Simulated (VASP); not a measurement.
# Pt (P6_3/mmc) in VASP: further runs, part 2 of 2

VASP 6.6.1.

## (4) Single point, PBEsol

This run uses another cell than the first one, of the same volume but with other edges.

File INCAR:

```
SYSTEM = Pt
PREC = Accurate
ENCUT = 520
EDIFF = 1E-7
ISMEAR = 0
SIGMA = 0.15
LREAL = .False.
LASPH = .True.
NELM = 80
ALGO = Fast
ISIF = 2
LWAVE = .False.
LCHARG = .False.
GGA = PS
NBANDS = 17
```

File KPOINTS:

```
Automatic mesh
0
Gamma
  24 24 12
  0 0 0
```

File POSCAR:

```
Pt
1.0
    2.5294883801      0.0000000000      0.0000000000
   -1.2647441900      2.1906011957      0.0000000000
    0.0000000000      0.0000000000      5.7080949461
Pt
2
Direct
    0.6666666667      0.3333333333      0.7500000000
    0.3333333333      0.6666666667      0.2500000000
```

Potentials or basis: VASP PAW PBE potentials, release 64 (Pt).

Run with:

```sh
> cat potpaw_PBE.64/Pt/POTCAR > POTCAR
> mpirun -np 1 vasp_std > vasp.out
```

OUTCAR:

```text
SYSTEM = Pt
   PREC = Accurate
   ENCUT = 520
   EDIFF = 1E-7
   ISMEAR = 0
   LREAL = .False.
   LASPH = .True.
   NELM = 80
   ISIF = 2
   GGA = PS

 ion  position               nearest neighbor table
   1  0.667  0.333  0.750-   2 3.21   2 3.21   2 3.21   2 3.21   2 3.21   2 3.21
   2  0.333  0.667  0.250-   1 3.21   1 3.21   1 3.21   1 3.21   1 3.21   1 3.21

  LATTYP: Found a hexagonal cell.
 ALAT       =     2.5294883801
 C/A-ratio  =     2.2566203470

  Lattice vectors:

 A1 = (   2.5294883801,   0.0000000000,   0.0000000000)
 A2 = (  -1.2647441900,   2.1906011957,   0.0000000000)
 A3 = (   0.0000000000,   0.0000000000,   5.7080949461)

Analysis of symmetry for initial positions (statically):
=====================================================================
 Subroutine PRICEL returns:
 Original cell was already a primitive cell.

 Routine SETGRP: Setting up the symmetry group for a
 hexagonal supercell.

 Subroutine GETGRP returns: Found 24 space group operations
 (whereof 12 operations were pure point group operations)
 out of a pool of 24 trial point group operations.

The static configuration has the point symmetry D_3d.
 The point group associated with its full space group is D_6h.

Analysis of symmetry for dynamics (positions and initial velocities):
=====================================================================
 Subroutine PRICEL returns:
 Original cell was already a primitive cell.

 Routine SETGRP: Setting up the symmetry group for a
 hexagonal supercell.

 Subroutine GETGRP returns: Found 24 space group operations
 (whereof 12 operations were pure point group operations)
 out of a pool of 24 trial point group operations.

The dynamic configuration has the point symmetry D_3d.
 The point group associated with its full space group is D_6h.

 Subroutine INISYM returns: Found 24 space group operations
 (whereof 12 operations are pure point group operations),
 and found     1 'primitive' translations

[... 110 lines left out ...]
   EFERMI_NEDOS =   21; number of points for ismear=-14 and -15
   IALGO  =     68    algorithm
   IMIX   =      4    mixing-type and parameters
     AMIX     =   0.40;   BMIX     =  1.00
     AMIX_MAG =   1.60;   BMIX_MAG =  1.00
  volume/ion in A,a.u.               =      15.81       106.72
  Fermi-wavevector in a.u.,A,eV,Ry     =   1.405149  2.655347 26.863944  1.974444
  Thomas-Fermi vector in A             =   2.527639
   LORBIT       =      0    0 simple, 1 ext, 2 COOP (PROOUT), +10 PAW based schemes
   GGA     = PS    functional components
   LHFCALC =     F    Hartree Fock is set to
   AEXX    =    0.0000 exact exchange contribution
   IVDW    =     0    specifies the selected vdW correction
   LEPSILON=     F    determine dielectric tensor
   LRPA    =     F    only Hartree local field effects (RPA)
 non-spin polarized calculation
 RMM-DIIS sequential band-by-band and
 Gauss-broadening in eV      SIGMA  =   0.15
  energy-cutoff  :      520.00
  volume of cell :       31.63
 maximum number of plane-waves:       873
 NGX is ok and might be reduce to    20

 number of electron      19.9999997 magnetization

 Free energy of the ion-electron system (eV)
  ---------------------------------------------------
  ext. energy  EPLUGINS =         0.00000000
  ---------------------------------------------------
  free energy    TOTEN  =       -12.73688441 eV

  energy without entropy =      -12.70202629  energy(sigma->0) =      -12.71945535

 E-fermi :  10.0608     XC(G=0): -13.2166

 val. band max:       10.0550121526   @ k =   0.2500   0.2500   0.0833
 cond. band min:      10.0628803183   @ k =   0.2500   0.2500   0.1667
 fundamental gap:      0.0078681657
 Fermi energy:        10.0607768809

 k-point     1 :       0.0000    0.0000    0.0000
  band No.  band energies     occupation
      1       0.1427      2.00000
      2       1.4786      2.00000
      3       4.7378      2.00000
      4       6.2596      2.00000
      5       6.2596      2.00000
      6       6.3475      2.00000
[... 457 lines left out ...]
      4       5.5666      2.00000
      5       7.4329      2.00000
      6       8.4611      2.00000
[... 9 lines left out ...]
     16      21.9176      0.00000
     17      25.5796      0.00000

 [... further k-points ...]
[... 5 lines left out ...]
  --------------------------------------------------------------------------------------
  -------------------------------------------------------------------------------------
  Total        8.4500029      8.4500029     -4.2257466      0.0000000     -0.0000000      0.0000000
  in kB      428.0359466    428.0359465   -214.0557192      0.0000000     -0.0000000      0.0000000
  external PRESSURE =     214.0053913 kB  Pullay stress =       0.0000000 kB

 VOLUME and BASIS-vectors are now :
 -----------------------------------------------------------------------------
  energy-cutoff  :      520.00
  volume of cell :       31.63
      direct lattice vectors                 reciprocal lattice vectors
     2.529488380  0.000000000  0.000000000     0.395336863  0.228247844  0.000000000
    -1.264744190  2.190601196  0.000000000     0.000000000  0.456495688  0.000000000
     0.000000000  0.000000000  5.708094946     0.000000000  0.000000000  0.175189798

 POSITION                                       TOTAL-FORCE (eV/Angst)
 -----------------------------------------------------------------------------------
      1.26474      0.73020      4.28107        -0.000000      0.000000      0.000000
     -0.00000      1.46040      1.42702         0.000000      0.000000      0.000000
 -----------------------------------------------------------------------------------
    total drift:                               -0.000000      0.000000     -0.000000

  FREE ENERGIE OF THE ION-ELECTRON SYSTEM (eV)
  ---------------------------------------------------
  free  energy   TOTEN  =       -12.7368844056 eV

  energy  without entropy=      -12.7020262887  energy(sigma->0) =      -12.71945535
```

It took 86 s on 1 thread of Intel Xeon 6975P-C (Granite Rapids), shared host; peak memory 0.29 GiB.

What came out:

| Item | Value |
| --- | --- |
| Free energy | -12.7369 eV |
| Pressure | 21.4 GPa |
| Band gap on the k mesh | zero (bands 10 and 11 overlap by 2.35 eV) |

Caveat: the cell stands under pressure; the PAW data sets were made with another functional, which shifts forces and pressure a little; spin-orbit coupling is left out, which moves the levels of the heavy elements.

## (5) Overview

```tsv
cell	further INCAR settings	gap on the mesh (eV)	pressure (GPa)
a = 2.716, b = 2.716, c = 4.951 Å, angles 90.0, 90.0, 120.0°, 2 atoms	ALGO = Fast; EDIFF = 1e-06; NBANDS = 17	none	-9.2
a = 2.974, b = 2.974, c = 4.130 Å, angles 90.0, 90.0, 120.0°, 2 atoms	ALGO = Fast; EDIFF = 1e-06; NBANDS = 17	none	-5.1
a = 2.529, b = 2.529, c = 5.708 Å, angles 90.0, 90.0, 120.0°, 2 atoms	ALGO = Fast; EDIFF = 1e-07; NBANDS = 17	none	21.4
```

Alike in all rows: task single point; level PBEsol; potentials or basis VASP PAW PBE potentials, release 64 (Pt); no spin polarisation; k mesh 24 × 24 × 12; cutoff (eV) 520; smearing gaussian 0.15 eV.

Caveats: the PAW data sets were made with another functional, which shifts forces and pressure a little; spin-orbit coupling is left out, which moves the levels of the heavy elements; the cell stands under tension (at least some runs); the cell stands under pressure (at least some runs).

Absolute energies hang on the potentials; compare differences alone.
